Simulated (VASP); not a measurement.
# MgNi3C (Pm-3m) in VASP: further runs, part 2 of 2

VASP 6.6.1. Earlier steps stand in the parts before.

### Step 3. Relaxation of volume and atoms at fixed shape, LDA, collinear spin, ferromagnetic start

This run uses another cell than the first one, of 11.05 Å³/atom, 1.062 times its volume.

INCAR reads:

```
SYSTEM = MgNi3C
ALGO = Normal
EDIFF = 1E-7
EDIFFG = -0.01
ENCUT = 600
GGA = CA
IBRION = 2
ISIF = 8
ISMEAR = 1
ISPIN = 2
LASPH = .True.
LCHARG = .False.
LMAXMIX = 4
LORBIT = 11
LREAL = .False.
LWAVE = .False.
MAGMOM = 0 1.5 1.5 1.5 0
NELM = 150
NSW = 80
PREC = Accurate
SIGMA = 0.05
```

KPOINTS reads:

```
k-points
0
Gamma
  5 5 5
  0 0 0
```

POSCAR reads:

```
MgNi3C
1.0
    3.8089000000      0.0000000000      0.0000000000
    0.0000000000      3.8089000000      0.0000000000
    0.0000000000      0.0000000000      3.8089000000
Mg Ni C
1 3 1
Direct
    0.0000000000      0.0000000000      0.0000000000
    0.0000000000      0.5000000000      0.5000000000
    0.5000000000      0.0000000000      0.5000000000
    0.5000000000      0.5000000000      0.0000000000
    0.5000000000      0.5000000000      0.5000000000
```

Potentials or basis: VASP PAW LDA potentials, release 64 (Mg, Ni, C).

Started as:

```
$ cat potpaw_LDA.64/Mg/POTCAR potpaw_LDA.64/Ni/POTCAR potpaw_LDA.64/C/POTCAR > POTCAR
$ mpirun -np 1 vasp_std > vasp.out
```

OUTCAR:

```text
SYSTEM = MgNi3C
   EDIFF = 1E-7
   EDIFFG = -0.01
   ENCUT = 600
   GGA = CA
   IBRION = 2
   ISIF = 8
   ISMEAR = 1
   ISPIN = 2
   LASPH = .True.
   LORBIT = 11
   LREAL = .False.
   NELM = 150
   NSW = 80
   PREC = Accurate

 ion  position               nearest neighbor table
   1  0.000  0.000  0.000-   2 2.69   3 2.69   4 2.69   2 2.69   3 2.69   2 2.69   4 2.69   2 2.69
                             3 2.69   4 2.69   3 2.69   4 2.69
   2  0.000  0.500  0.500-   5 1.90   5 1.90   4 2.69   1 2.69   1 2.69   4 2.69   1 2.69   3 2.69
                             1 2.69   3 2.69   4 2.69   3 2.69   4 2.69   3 2.69
   3  0.500  0.000  0.500-   5 1.90   5 1.90   4 2.69   1 2.69   1 2.69   4 2.69   2 2.69   4 2.69
                             2 2.69   4 2.69   1 2.69   2 2.69   1 2.69   2 2.69
   4  0.500  0.500  0.000-   5 1.90   5 1.90   3 2.69   1 2.69   2 2.69   3 2.69   2 2.69   1 2.69
                             3 2.69   3 2.69   1 2.69   2 2.69   2 2.69   1 2.69
   5  0.500  0.500  0.500-   2 1.90   3 1.90   4 1.90   4 1.90   3 1.90   2 1.90

  LATTYP: Found a simple cubic cell.
 ALAT       =     3.8089000000

  Lattice vectors:

 A1 = (   3.8089000000,   0.0000000000,   0.0000000000)
 A2 = (   0.0000000000,   3.8089000000,   0.0000000000)
 A3 = (   0.0000000000,   0.0000000000,   3.8089000000)

Analysis of symmetry for initial positions (statically):
=====================================================================
 Subroutine PRICEL returns:
 Original cell was already a primitive cell.

 Routine SETGRP: Setting up the symmetry group for a
 simple cubic supercell.

 Subroutine GETGRP returns: Found 48 space group operations
 (whereof 48 operations were pure point group operations)
 out of a pool of 48 trial point group operations.

The static configuration has the point symmetry O_h .

Analysis of symmetry for dynamics (positions and initial velocities):
=====================================================================
 Subroutine PRICEL returns:
 Original cell was already a primitive cell.

 Routine SETGRP: Setting up the symmetry group for a
 simple cubic supercell.

 Subroutine GETGRP returns: Found 48 space group operations
 (whereof 48 operations were pure point group operations)
 out of a pool of 48 trial point group operations.

The dynamic configuration has the point symmetry O_h .

Analysis of structural, dynamic, and magnetic symmetry:
=====================================================================
 Subroutine PRICEL returns:
 Original cell was already a primitive cell.

 Routine SETGRP: Setting up the symmetry group for a
 simple cubic supercell.

 Subroutine GETGRP returns: Found 48 space group operations
 (whereof 48 operations were pure point group operations)
 out of a pool of 48 trial point group operations.

The overall configuration has the point symmetry O_h .

 Subroutine INISYM returns: Found 48 space group operations
 (whereof 48 operations are pure point group operations),
 and found     1 'primitive' translations

----------------------------------------------------------------------------------------

                                     Primitive cell
[... 70 lines left out ...]
   NGX,Y,Z   is equivalent  to a cutoff of  13.09, 13.09, 13.09 a.u.
   NGXF,Y,Z  is equivalent  to a cutoff of  26.19, 26.19, 26.19 a.u.
 SYSTEM =  MgNi3C
   PREC   = accura    normal or accurate (medium, high low for compatibility)
   ISTART =      0    job   : 0-new  1-cont  2-samecut
   ICHARG =      2    charge: 1-file 2-atom 10-const
   ISPIN  =      2    spin polarized calculation?
   LNONCOLLINEAR =      F non collinear calculations
   LSORBIT =      F    spin-orbit coupling
   LASPH  =      T    aspherical Exc in radial PAW
   ENCUT  =  600.0 eV  44.10 Ry    6.64 a.u.   7.61  7.61  7.61*2*pi/ulx,y,z
   NELM   =    150;   NELMIN=  2; NELMDL= -5     # of ELM steps
   EDIFF  = 0.1E-06   stopping-criterion for ELM
   LREAL  =      F    real-space projection
   EDIFFG = -.1E-01   stopping-criterion for IOM
   NSW    =     80    number of steps for IOM
   IBRION =      2    ionic relax: 0-MD 1-quasi-New 2-CG
   NFREE  =      1    steps in history (QN), initial steepest desc. (CG)
   ISIF   =      8    stress and relaxation
   ISYM   =      2    0-nonsym 1-usesym 2-fastsym
   POTIM  = 0.5000    time-step for ionic-motion
   TEBEG  =    0.0;   TEEND  =   0.0 temperature during run
   PSTRESS=    0.0 pullay stress
   NELECT =      36.0000    total number of electrons
   NUPDOWN=      -1.0000    fix difference up-down
   EMIN   =  10.00;   EMAX   =-10.00  energy-range for DOS
   EFERMI =   0.00;   METHOD = LEGACY
   ISMEAR =     1;   SIGMA  =   0.05  broadening in eV -4-tet -1-fermi 0-gaus
   EFERMI_NEDOS =   21; number of points for ismear=-14 and -15
   IALGO  =     38    algorithm
   IMIX   =      4    mixing-type and parameters
     AMIX     =   0.40;   BMIX     =  1.00
     AMIX_MAG =   1.60;   BMIX_MAG =  1.00
  volume/ion in A,a.u.               =      11.05        74.58
  Fermi-wavevector in a.u.,A,eV,Ry     =   1.419197  2.681894 27.403778  2.014121
  Thomas-Fermi vector in A             =   2.540243
   LORBIT       =     11    0 simple, 1 ext, 2 COOP (PROOUT), +10 PAW based schemes
   GGA     = CA    functional components
   LHFCALC =     F    Hartree Fock is set to
   AEXX    =    0.0000 exact exchange contribution
   IVDW    =     0    specifies the selected vdW correction
   LEPSILON=     F    determine dielectric tensor
   LRPA    =     F    only Hartree local field effects (RPA)
 conjugate gradient relaxation of ions
 spin polarized calculation
 Methfessel and Paxton  Order N= 1 SIGMA  =   0.05
  energy-cutoff  :      600.00
  volume of cell :       55.26
 maximum number of plane-waves:      1861
   NGX = 15   NGY = 15   NGZ = 15

--------------------------------------- Ionic step        1  -------------------------------------------

 number of electron      36.0000000 magnetization       0.6654250

 Free energy of the ion-electron system (eV)
  ---------------------------------------------------
  ext. energy  EPLUGINS =         0.00000000
  ---------------------------------------------------
  free energy    TOTEN  =       -32.72149937 eV

  energy without entropy =      -32.72147743  energy(sigma->0) =      -32.72149206

------------------------ aborting loop because EDIFF is reached ----------------------------------------

  FORCE on cell =-STRESS in cart. coord.  units (eV):
  Direction    XX          YY          ZZ          XY          YZ          ZX
  --------------------------------------------------------------------------------------
  -------------------------------------------------------------------------------------
  Total       -3.8260447     -3.8260447     -3.8260447      0.0000000      0.0000000      0.0000000
  in kB     -110.9332939   -110.9332939   -110.9332939      0.0000000      0.0000000      0.0000000
  external PRESSURE =    -110.9332939 kB  Pullay stress =       0.0000000 kB
[... 65 lines left out ...]
--------------------------------------- Ionic step        3  -------------------------------------------

 number of electron      35.9999980 magnetization       0.6645470

 Free energy of the ion-electron system (eV)
  ---------------------------------------------------
  ext. energy  EPLUGINS =         0.00000000
  ---------------------------------------------------
  free energy    TOTEN  =       -32.84198390 eV

  energy without entropy =      -32.84075775  energy(sigma->0) =      -32.84157519

 E-fermi :   8.2011     XC(G=0): -12.7116

 val. band max:        8.1832733903   @ k =   0.4000   0.4000   0.0000
 cond. band min:       8.2140829196   @ k =   0.4000   0.4000   0.4000
 fundamental gap:      0.0308095292
 Fermi energy:         8.2011391172

 spin component 1

 k-point     1 :       0.0000    0.0000    0.0000
  band No.  band energies     occupation
      1      -5.6597      1.00000
      2       1.6024      1.00000
      3       4.4488      1.00000
      4       4.4488      1.00000
      5       4.4488      1.00000
      6       4.5917      1.00000
[... 259 lines left out ...]
     23      13.8120      0.00000
     24      17.0641      0.00000
 Fermi energy:         8.2011391172

 spin component 2

 k-point     1 :       0.0000    0.0000    0.0000
  band No.  band energies     occupation
      1      -5.5728      1.00000
      2       1.6654      1.00000
      3       4.6293      1.00000
      4       4.6293      1.00000
      5       4.6293      1.00000
      6       4.6755      1.00000
[... 291 lines left out ...]
  FREE ENERGIE OF THE ION-ELECTRON SYSTEM (eV)
  ---------------------------------------------------
  free  energy   TOTEN  =       -32.8419839044 eV

  energy  without entropy=      -32.8407577542  energy(sigma->0) =      -32.84157519

 reached required accuracy - stopping structural energy minimisation

 total charge

# of ion       s       p       d       tot
------------------------------------------
    1        0.202   0.191   0.041   0.434
    2        0.497   0.636   8.497   9.630
    3        0.497   0.636   8.497   9.630
    4        0.497   0.636   8.497   9.630
    5        0.870   1.569   0.000   2.439
--------------------------------------------------
tot          2.563   3.667  25.533  31.762

 magnetization (x)

# of ion       s       p       d       tot
------------------------------------------
    1       -0.002   0.003  -0.000   0.001
    2        0.006   0.014   0.176   0.196
    3        0.006   0.014   0.176   0.196
    4        0.006   0.014   0.176   0.196
    5        0.002   0.046   0.000   0.048
--------------------------------------------------
tot          0.019   0.091   0.527   0.636
```

It took 57 s on 1 thread of AMD EPYC 9R14 (Zen 4), shared host; peak memory 0.15 GiB.

What came out:

```yaml
Free_energy: -32.8420 eV
Relaxed_volume: 10.40 Å³/atom
Relaxed_cell: a = 3.732 Å, b = 3.732 Å, c = 3.732 Å, α = 90.00°, β = 90.00°, γ = 90.00°
Space_group_after_relaxing_to_0.05_Å: Pm-3m (No. 221)
Energy_gained_by_relaxing: 24.1 meV/atom
Ionic_steps: 3
Pressure_after_relaxing: -0.1 GPa
Net_moment: 0.66 μB per cell
Site_moments: Mg +0.00; Ni +0.20; C +0.05 μB
Valence_electrons_inside_the_program's_atomic_spheres: Mg 0.43; Ni 9.63; C 2.44
```

Step by step:
```csv
step,energy change (eV),largest force (eV/Å),pressure (GPa),volume (Å³)
1,0.0000,0.0000,-11.09,55.26
2,-0.0271,0.0000,11.99,49.36
3,-0.1205,0.0000,-0.10,51.99
```

Final structure:
```xyz
5
Lattice="3.7324 0.0000 0.0000 0.0000 3.7324 0.0000 0.0000 0.0000 3.7324" Properties=species:S:1:pos:R:3 pbc="T T T"
Mg    0.0000    0.0000    0.0000
Ni    0.0000    1.8662    1.8662
Ni    1.8662    0.0000    1.8662
Ni    1.8662    1.8662    0.0000
C     1.8662    1.8662    1.8662
```

Levels at points of the mesh, in eV from the Fermi level:
Spin up:
```
           k point  band 15  band 16  band 17  band 18  band 19  band 20  band 21  band 22  band 23  band 24
(0.00, 0.00, 0.00)    -1.58    -0.93    -0.93    -0.93    -0.62     3.59     5.28     5.28     5.45     5.45
```
Spin down:
```csv
k point,band 16,band 17,band 18,band 19,band 20,band 21
"(0.00, 0.00, 0.00)",-0.69,-0.69,-0.69,-0.44,3.72,5.36
```
